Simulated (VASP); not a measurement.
# GaN (rocksalt type): relaxation of cell and atoms with PBE

GaN (rocksalt type):

```xyz
2
Lattice="0.0000 2.2323 2.2323 2.2323 0.0000 2.2323 2.2323 2.2323 0.0000" Properties=species:S:1:pos:R:3 pbc="T T T"
Ga    0.0000    0.0000    0.0000
N     2.2323    2.2323    2.2323
```

```json
{"Program": "VASP 6.6.1", "Task": "relaxation of cell and atoms", "Functional": "PBE", "Potentials or basis": "VASP PAW PBE potentials, release 64 (Ga_d, N)", "Cutoff": "600 eV", "k mesh": "13 × 13 × 13", "Occupations": "fermi-dirac, width 0.05 eV", "Spin": "no spin polarisation", "Dipole correction": "no", "Further INCAR settings": "ALGO = Normal; EDIFF = 1e-06; IBRION = 2; EDIFFG = -0.005; NSW = 100; ISIF = 3"}
```

```json
{"Relaxed volume": "9.75 Å³/atom", "Relaxed cell": "a = 3.021 Å, b = 3.021 Å, c = 3.021 Å, α = 60.00°, β = 60.00°, γ = 60.00°", "Space group after relaxing (to 0.05 Å)": "Fm-3m (No. 225)", "Energy gained by relaxing": "98.0 meV/atom", "Ionic steps": "6", "Pressure after relaxing": "0.1 GPa", "Band gap on the k mesh": "0.51 eV, indirect (least direct gap 2.35 eV)"}
```

Step by step:
```
step  energy change (eV)  largest force (eV/Å)  pressure (GPa)  volume (Å³)
   1              0.0000                0.0000          -19.98        22.25
   2             -0.1185                0.0000           18.63        18.07
   3             -0.1959                0.0000           -0.15        19.51
   4             -0.1959                0.0000            0.48        19.45
   5             -0.1958                0.0000           -0.59        19.53
   6             -0.1959                0.0000            0.06        19.49
```

Final structure:
```cif
data_structure
_symmetry_space_group_name_H-M 'P 1'
_symmetry_Int_Tables_number 1
_cell_length_a 3.0207
_cell_length_b 3.0207
_cell_length_c 3.0207
_cell_angle_alpha 60.000
_cell_angle_beta 60.000
_cell_angle_gamma 60.000
_cell_volume 19.49
loop_
_atom_site_label
_atom_site_type_symbol
_atom_site_fract_x
_atom_site_fract_y
_atom_site_fract_z
_atom_site_occupancy
Ga1 Ga 0.00000 0.00000 0.00000 1
N1 N 0.50000 0.50000 0.50000 1
```

Levels at points of the mesh, in eV from the valence-band top:
```tsv
k point	band 7	band 8	band 9	band 10	band 11	band 12
(0.00, 0.00, 0.00)	-0.47	-0.47	-0.47	1.89	14.55	14.55
```

Run time: 51 s on 1 thread of Intel(R) Xeon(R) 6975P-C (Granite Rapids), on a shared host, peak memory 0.18 GiB.

A k mesh can miss the band edges. As with any semilocal functional, this PBE gap is likely too small.
